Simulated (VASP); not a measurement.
A run of VASP 6.6.1:

The input INCAR:

```
SYSTEM = BaTiO3
ALGO = Normal
EDIFF = 1E-6
EDIFFG = -0.01
ENCUT = 600
GGA = RE
IBRION = 2
ISIF = 3
ISMEAR = -1
LASPH = .TRUE.
LCHARG = .FALSE.
LREAL = .FALSE.
LWAVE = .FALSE.
NELM = 60
NSW = 60
PREC = Accurate
SIGMA = 0.05
```

KPOINTS

```
k-points
0
G
  7 7 7
  0 0 0
```

The input POSCAR:

```
BaTiO3
1.0
    3.9998000000      0.0000000000      0.0000000000
    0.0000000000      3.9998000000      0.0000000000
    0.0000000000      0.0000000000      4.0180000000
Ba Ti O
1 1 3
Direct
    0.0000000000      0.0000000000      0.0000000000
    0.5000000000      0.5000000000      0.4900000000
    0.0000000000      0.5000000000      0.5170000000
    0.5000000000      0.0000000000      0.5170000000
    0.5000000000      0.5000000000      0.0190000000
```

Potentials or basis: VASP PAW PBE potentials, release 64 (Ba_sv, Ti_sv, O).

Launch:

```sh
$ cat potpaw_PBE.64/Ba_sv/POTCAR potpaw_PBE.64/Ti_sv/POTCAR potpaw_PBE.64/O/POTCAR > POTCAR
$ mpirun -np 1 vasp_std > vasp.out
```

Hardware: 1 thread of Intel(R) Xeon(R) Platinum 8488C (Sapphire Rapids), with other jobs on the host.

Task: Estimate the wall time of this run.

Result: It took 15 min on 1 thread of Intel(R) Xeon(R) Platinum 8488C (Sapphire Rapids) (shared host), peak memory 0.25 GiB. Counts: scf iterations 245, k points 40, ion steps 35.
